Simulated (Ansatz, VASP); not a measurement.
Ge5Pd in VASP and in Ansatz

File INCAR:

```
SYSTEM = Ge5Pd
ALGO = Normal
EDIFF = 1E-6
EDIFFG = -0.01
ENCUT = 600
GGA = PE
IBRION = 2
ISIF = 3
ISMEAR = 0
LASPH = .True.
LCHARG = .False.
LREAL = .False.
LWAVE = .False.
NELM = 100
NSW = 100
PREC = Accurate
SIGMA = 0.1
```

KPOINTS

```
k-points
0
Gamma
  8 8 8
  0 0 0
```

Contents of POSCAR:

```
Ge5Pd
1.0
    0.0000000000      3.8242786900      3.8242786900
    3.8242786900      0.0000000000      3.8242786900
    3.8242786900      3.8242786900      0.0000000000
Ge Pd
5 1
Direct
    0.1250000000      0.6250000000      0.6250000000
    0.6250000000      0.6250000000      0.6250000000
    0.6250000000      0.1250000000      0.6250000000
    0.6250000000      0.6250000000      0.1250000000
    0.2500000000      0.2500000000      0.2500000000
    0.0000000000      0.0000000000      0.0000000000
```

Input for Ansatz:

```yaml
crystal:
  lattice:
    - [0.0, 3.82427869, 3.82427869]
    - [3.82427869, 0.0, 3.82427869]
    - [3.82427869, 3.82427869, 0.0]
  atoms:
    - { symbol: Ge, position: [0.125, 0.625, 0.625] }
    - { symbol: Ge, position: [0.625, 0.625, 0.625] }
    - { symbol: Ge, position: [0.625, 0.125, 0.625] }
    - { symbol: Ge, position: [0.625, 0.625, 0.125] }
    - { symbol: Ge, position: [0.25, 0.25, 0.25] }
    - { symbol: Pd, position: [0.0, 0.0, 0.0] }
basis:
  ecutwfc: 420
kpoints:
  mp_grid: { grid: [8, 8, 8] }
hamiltonian:
  xc: pbe
scf:
  occupations: { method: gaussian, width: 0.1 }
output:
  forces: true
  stress: true
  eigenvalues: true
  write_density: true
  write_potential: true
  elf: true
  volumetric_format: npy
relax:
  adjacent_minimum: "off"
  f_tol: 0.01
  max_steps: 80
  cell: { stress_tol: 0.05 }
```

Change from the starting cell: species swapped into the Be5Au type (F-43m, No. 216).

Alike in both runs: task relaxation of cell and atoms; functional PBE; k mesh 8 × 8 × 8; occupations gaussian, width 0.1 eV; no spin polarisation.

|  | VASP | Ansatz |
| --- | --- | --- |
| version | VASP 6.6.1 | Ansatz 0.2.0 |
| potentials or method | VASP PAW PBE potentials, release 64 (Ge_d, Pd), cutoff 600 eV | scalar-relativistic, plane waves, PAW |
| valence electrons in the cell | 80 | 88 |

VASP gave:

* gap on the k mesh at the Fermi level, each at its own relaxed structure (eV): none
* relaxed volume (Å³/atom): 19.51
* relaxed cell length with the largest relative difference (Å): 5.491

**Question.** Which values does Ansatz return?

**Answer.** gap on the k mesh at the Fermi level, each at its own relaxed structure (eV): none; relaxed volume (Å³/atom): 19.50; relaxed cell length with the largest relative difference (Å): 5.490.

A gap of «none» marks a metal or a gap that the smearing closes. VASP's potentials hold 80 valence electrons a cell and Ansatz's 88, so a difference there can come from the potentials and not from the codes.
